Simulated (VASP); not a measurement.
# HfN (I4mm) in VASP: electric field gradients with LDA

Aim: the electric field gradients of HfN with LDA.

Everything below comes from runs of VASP 6.6.1. Logs are shortened: lines on timing, memory, paths and dates and some standing lists are left out, and cuts for length are marked.

### 1 The cell of the first run

The structure is tetragonal, space group I4mm (No. 107). The conventional cell has a = 3.190 Å, b = 3.190 Å, c = 4.512 Å, α = 90.00°, β = 90.00°, γ = 90.00°. Within 2.3 Å of Hf (site symmetry 4mm) lie 1 N at 1.71 Å. Within 2.3 Å of N (site symmetry 4mm) lie 1 Hf at 1.71 Å.

### 2 Electric field gradients, LDA (shortest bond scaled by 0.76)

Contents of INCAR:

```
SYSTEM = HfN
  PREC = Accurate
  ENCUT = 520
  EDIFF = 1E-8
  ISMEAR = -1
  SIGMA = 0.03
  LREAL = .FALSE.
  LASPH = .TRUE.
  NELM = 100
  ALGO = Normal
  ISIF = 2
  LWAVE = .FALSE.
  LCHARG = .FALSE.
  GGA = CA
  LEFG = .TRUE.
  NBANDS = 14
```

Contents of KPOINTS:

```
Automatic mesh
0
G
  9 9 9
  0 0 0
```

Contents of POSCAR:

```
HfN
1.0
    0.0000000000      2.2560000000      2.2560000000
    2.2560000000      0.0000000000      2.2560000000
    2.2560000000      2.2560000000      0.0000000000
Hf N
1 1
Direct
   -0.0600000000     -0.0600000000      0.0600000000
    0.5600000000      0.5600000000      0.4400000000
```

Potentials or basis: VASP PAW LDA potentials, release 64 (Hf_pv, N).

Started as:

```
> cat potpaw_LDA.64/Hf_pv/POTCAR potpaw_LDA.64/N/POTCAR > POTCAR
> mpirun -np 1 vasp_std > vasp.out
```

OUTCAR:

```text
SYSTEM = HfN
   PREC = Accurate
   ENCUT = 520
   EDIFF = 1E-8
   ISMEAR = -1
   LREAL = .FALSE.
   LASPH = .TRUE.
   NELM = 100
   ISIF = 2
   GGA = CA

 ion  position               nearest neighbor table
   1  0.940  0.940  0.060-   2 1.71   2 2.32   2 2.32   2 2.32   2 2.32   2 2.80
   2  0.560  0.560  0.440-   1 1.71   1 2.32   1 2.32   1 2.32   1 2.32   1 2.80

  LATTYP: Found a face centered cubic cell.
 ALAT       =     4.5120000000

  Lattice vectors:

 A1 = (   0.0000000000,   2.2560000000,   2.2560000000)
 A2 = (   2.2560000000,   0.0000000000,   2.2560000000)
 A3 = (   2.2560000000,   2.2560000000,   0.0000000000)

Analysis of symmetry for initial positions (statically):
=====================================================================
 Subroutine PRICEL returns:
 Original cell was already a primitive cell.

 Routine SETGRP: Setting up the symmetry group for a
 face centered cubic supercell.

 Subroutine GETGRP returns: Found  8 space group operations
 (whereof  8 operations were pure point group operations)
 out of a pool of 48 trial point group operations.

The static configuration has the point symmetry C_4v.

Analysis of symmetry for dynamics (positions and initial velocities):
=====================================================================
 Subroutine PRICEL returns:
 Original cell was already a primitive cell.

 Routine SETGRP: Setting up the symmetry group for a
 face centered cubic supercell.

 Subroutine GETGRP returns: Found  8 space group operations
 (whereof  8 operations were pure point group operations)
 out of a pool of 48 trial point group operations.

The dynamic configuration has the point symmetry C_4v.

 Subroutine INISYM returns: Found  8 space group operations
 (whereof  8 operations are pure point group operations),
 and found     1 'primitive' translations

----------------------------------------------------------------------------------------

                                     Primitive cell

  volume of cell :      22.9640

  direct lattice vectors                    reciprocal lattice vectors
     0.000000000  2.256000000  2.256000000    -0.221631206  0.221631206  0.221631206
     2.256000000  0.000000000  2.256000000     0.221631206 -0.221631206  0.221631206
     2.256000000  2.256000000  0.000000000     0.221631206  0.221631206 -0.221631206

  length of vectors
     3.190465797  3.190465797  3.190465797     0.383876509  0.383876509  0.383876509

  position of ions in fractional coordinates (direct lattice)
     0.940000000  0.940000000  0.060000000
     0.560000000  0.560000000  0.440000000

  ion indices of the primitive-cell ions
   primitive index   ion index
                 1           1
                 2           2

----------------------------------------------------------------------------------------

 KPOINTS: Automatic mesh

Automatic generation of k-mesh.
 Grid dimensions read from file:
 generate k-points for:    9    9    9

 Generating k-lattice:

  Cartesian coordinates                     Fractional coordinates (reciprocal lattice)
    -0.024625690  0.024625690  0.024625690     0.111111111  0.000000000  0.000000000
     0.024625690 -0.024625690  0.024625690     0.000000000  0.111111111  0.000000000
     0.024625690  0.024625690 -0.024625690     0.000000000  0.000000000  0.111111111

  Length of vectors
     0.042652945  0.042652945  0.042652945

  Shift w.r.t. Gamma in fractional coordinates (k-lattice)
     0.000000000  0.000000000  0.000000000

 Subroutine IBZKPT returns following result:
 ===========================================

 Found     75 irreducible k-points:

 Following reciprocal coordinates:
            Coordinates               Weight
  0.000000  0.000000  0.000000      1.000000
  0.111111  0.000000  0.000000      8.000000
  0.222222  0.000000  0.000000      8.000000
  0.333333  0.000000  0.000000      8.000000
  0.444444  0.000000  0.000000      8.000000
  0.111111  0.111111  0.000000      2.000000
[... 16 lines left out ...]
  0.000000  0.222222  0.222222      4.000000
  0.333333  0.222222  0.000000      8.000000
 [... further k-points ...]
   k-points           NKPTS =     75   k-points in BZ     NKDIM =     75   number of bands    NBANDS=     14
   number of dos      NEDOS =    301   number of ions     NIONS =      2
   total plane-waves  NPLWV =  13824
   dimension x,y,z NGX =    24 NGY =   24 NGZ =   24
   dimension x,y,z NGXF=    48 NGYF=   48 NGZF=   48
   ions per type =               1   1
   NGX,Y,Z   is equivalent  to a cutoff of  12.51, 12.51, 12.51 a.u.
   NGXF,Y,Z  is equivalent  to a cutoff of  25.01, 25.01, 25.01 a.u.
 SYSTEM =  HfN
   PREC   = accura    normal or accurate (medium, high low for compatibility)
   ISTART =      0    job   : 0-new  1-cont  2-samecut
   ICHARG =      2    charge: 1-file 2-atom 10-const
   ISPIN  =      1    spin polarized calculation?
   LNONCOLLINEAR =      F non collinear calculations
   LSORBIT =      F    spin-orbit coupling
   LASPH  =      T    aspherical Exc in radial PAW
   ENCUT  =  520.0 eV  38.22 Ry    6.18 a.u.   5.93  5.93  5.93*2*pi/ulx,y,z
   NELM   =    100;   NELMIN=  2; NELMDL= -5     # of ELM steps
   EDIFF  = 0.1E-07   stopping-criterion for ELM
   LREAL  =      F    real-space projection
   EDIFFG = 0.1E-06   stopping-criterion for IOM
   NSW    =      0    number of steps for IOM
   IBRION =     -1    ionic relax: 0-MD 1-quasi-New 2-CG
   NFREE  =      0    steps in history (QN), initial steepest desc. (CG)
   ISIF   =      2    stress and relaxation
   ISYM   =      2    0-nonsym 1-usesym 2-fastsym
   POTIM  = 0.5000    time-step for ionic-motion
   TEBEG  =    0.0;   TEEND  =   0.0 temperature during run
   PSTRESS=    0.0 pullay stress
   NELECT =      15.0000    total number of electrons
   NUPDOWN=      -1.0000    fix difference up-down
   EMIN   =  10.00;   EMAX   =-10.00  energy-range for DOS
   EFERMI =   0.00;   METHOD = LEGACY
   ISMEAR =    -1;   SIGMA  =   0.03  broadening in eV -4-tet -1-fermi 0-gaus
   EFERMI_NEDOS =   21; number of points for ismear=-14 and -15
   IALGO  =     38    algorithm
   IMIX   =      4    mixing-type and parameters
     AMIX     =   0.40;   BMIX     =  1.00
     AMIX_MAG =   1.60;   BMIX_MAG =  1.00
  volume/ion in A,a.u.               =      11.48        77.48
  Fermi-wavevector in a.u.,A,eV,Ry     =   1.420440  2.684242 27.451783  2.017649
  Thomas-Fermi vector in A             =   2.541355
   LORBIT       =      0    0 simple, 1 ext, 2 COOP (PROOUT), +10 PAW based schemes
   GGA     = CA    functional components
   LHFCALC =     F    Hartree Fock is set to
   AEXX    =    0.0000 exact exchange contribution
   IVDW    =     0    specifies the selected vdW correction
   LEPSILON=     F    determine dielectric tensor
   LRPA    =     F    only Hartree local field effects (RPA)
 non-spin polarized calculation
  energy-cutoff  :      520.00
  volume of cell :       22.96
 maximum number of plane-waves:       628
   NGX = 11   NGY = 11   NGZ = 11

 number of electron      14.9999999 magnetization

 Free energy of the ion-electron system (eV)
  ---------------------------------------------------
  ext. energy  EPLUGINS =         0.00000000
  ---------------------------------------------------
  free energy    TOTEN  =       -21.62785439 eV

  energy without entropy =      -21.62547896  energy(sigma->0) =      -21.62666668

 E-fermi :   8.1595     XC(G=0): -12.8837

 val. band max:        8.1138349222   @ k =   0.0000   0.0000   0.0000
 cond. band min:       8.1742238235   @ k =   0.0000   0.3333   0.2222
 fundamental gap:      0.0603889013
 Fermi energy:         8.1594982218

 k-point     1 :       0.0000    0.0000    0.0000
  band No.  band energies     occupation
      1     -23.0307      2.00000
      2     -22.3088      2.00000
      3     -22.3088      2.00000
      4      -8.8763      2.00000
      5       2.7796      2.00000
      6       2.7796      2.00000
      7       3.2568      2.00000
      8       8.1138      1.64170
      9       9.5736      0.00000
     10      10.3956      0.00000
     11      11.0539      0.00000
     12      11.0539      0.00000
     13      14.6196      0.00000
     14      17.2778      0.00000

 k-point     2 :       0.1111    0.0000    0.0000
  band No.  band energies     occupation
      1     -23.0984      2.00000
      2     -22.3911      2.00000
      3     -22.3235      2.00000
      4      -8.5923      2.00000
      5       2.1941      2.00000
      6       2.7334      2.00000
      7       3.3769      2.00000
      8       8.0836      1.85239
      9       9.4849      0.00000
     10       9.6128      0.00000
     11      11.4013      0.00000
     12      12.4645      0.00000
     13      15.3727      0.00000
     14      18.2614      0.00000

 k-point     3 :       0.2222    0.0000    0.0000
  band No.  band energies     occupation
      1     -23.3065      2.00000
      2     -22.5451      2.00000
      3     -22.3606      2.00000
      4      -7.8710      2.00000
      5       1.1795      2.00000
      6       2.5370      2.00000
      7       3.2202      2.00000
      8       8.0525      1.94500
      9       9.5591      0.00000
     10       9.7646      0.00000
     11      12.5829      0.00000
     12      14.2316      0.00000
     13      16.6884      0.00000
     14      20.1244      0.00000
[... 324 lines left out ...]
 k-point    23 :       0.0000    0.2222    0.2222
  band No.  band energies     occupation
      1     -23.2132      2.00000
      2     -22.7128      2.00000
      3     -22.4383      2.00000
      4      -7.8721      2.00000
      5       1.4806      2.00000
      6       1.8064      2.00000
      7       3.9711      2.00000
      8       8.4939      0.00003
      9       8.7672      0.00000
     10      10.9526      0.00000
     11      12.0876      0.00000
     12      14.1885      0.00000
     13      16.8506      0.00000
     14      20.1282      0.00000

 k-point    24 :       0.3333    0.2222    0.0000
  band No.  band energies     occupation
      1     -23.6778      2.00000
      2     -22.5633      2.00000
      3     -22.5195      2.00000
      4      -7.1872      2.00000
      5       0.9847      2.00000
      6       3.0855      2.00000
      7       3.2619      2.00000
      8       6.1960      2.00000
      9      11.2111      0.00000
     10      11.7684      0.00000
     11      13.2161      0.00000
     12      13.6468      0.00000
     13      17.7638      0.00000
     14      20.1342      0.00000

 [... further k-points ...]

------------------------ aborting loop because EDIFF is reached ----------------------------------------

  FORCE on cell =-STRESS in cart. coord.  units (eV):
  Direction    XX          YY          ZZ          XY          YZ          ZX
  --------------------------------------------------------------------------------------
  -------------------------------------------------------------------------------------
  Total       -0.9763603     -0.9763603     18.5092938      0.0000000      0.0000000      0.0000000
  in kB      -68.1198044    -68.1198044   1291.3773071      0.0000000      0.0000000      0.0000000
  external PRESSURE =     385.0458994 kB  Pullay stress =       0.0000000 kB

 VOLUME and BASIS-vectors are now :
 -----------------------------------------------------------------------------
  energy-cutoff  :      520.00
  volume of cell :       22.96
      direct lattice vectors                 reciprocal lattice vectors
     0.000000000  2.256000000  2.256000000    -0.221631206  0.221631206  0.221631206
     2.256000000  0.000000000  2.256000000     0.221631206 -0.221631206  0.221631206
     2.256000000  2.256000000  0.000000000     0.221631206  0.221631206 -0.221631206

 POSITION                                       TOTAL-FORCE (eV/Angst)
 -----------------------------------------------------------------------------------
      2.25600      2.25600      4.24128         0.000000      0.000000     10.983306
      2.25600      2.25600      2.52672         0.000000      0.000000    -10.983306
 -----------------------------------------------------------------------------------
    total drift:                               -0.000000     -0.000000     -0.000079

  FREE ENERGIE OF THE ION-ELECTRON SYSTEM (eV)
  ---------------------------------------------------
  free  energy   TOTEN  =       -21.6278543924 eV

  energy  without entropy=      -21.6254789598  energy(sigma->0) =      -21.62666668

 Electric field gradients (V/A^2)
---------------------------------------------------------------------
 ion       V_xx      V_yy      V_zz      V_xy      V_xz      V_yz
---------------------------------------------------------------------
   1     115.604   115.604  -231.207    -0.000    -0.000    -0.000
   2      19.605    19.605   -39.209    -0.001    -0.000    -0.000
---------------------------------------------------------------------

 Electric field gradients after diagonalization (V/A^2)
 (convention: |V_zz| > |V_xx| > |V_yy|)
----------------------------------------------------------------------
 ion       V_xx      V_yy      V_zz     asymmetry (V_yy - V_xx)/ V_zz
----------------------------------------------------------------------
   1     115.604   115.603  -231.207       0.000
   2      19.605    19.604   -39.209       0.000
----------------------------------------------------------------------

           NMR quadrupolar parameters

 Cq : quadrupolar parameter    Cq=e*Q*V_zz/h
 eta: asymmetry parameters     (V_yy - V_xx)/ V_zz
 Q  : nuclear electric quadrupole moment in mb (millibarn)
----------------------------------------------------------------------
 ion       Cq(MHz)       eta       Q (mb)
----------------------------------------------------------------------
   1      -0.559       0.000       1.000
   2      -0.095       0.000       1.000
----------------------------------------------------------------------
```

It took 20 s on 1 thread of AMD EPYC 7R13 (Zen 3), shared host; peak memory 0.11 GiB.

Results:

| Quantity | Value |
| --- | --- |
| Free energy | -21.6279 eV |
| Pressure | 38.5 GPa |
| Largest force | 10.983 eV/Å |

Forces on the atoms (eV/Å):
```
Hf    0.000   0.000  10.983
N     0.000   0.000 -10.983
```

Electric field gradients, principal values (V/Å²):
```tsv
atom	least	middle	greatest (by size)
1 Hf	115.603	115.604	-231.207
2 N	19.604	19.605	-39.209
```

Caveat: the cell differs from its parent crystal (shortest bond scaled by 0.76); without QUAD_EFG the Cq values of the log hold for a quadrupole moment of 1 mb, not for the nuclei; spin-orbit coupling is left out, which moves the levels of the heavy elements; forces of over 1 eV/Å act on the atoms, so gaps and moduli don't describe the material at rest.
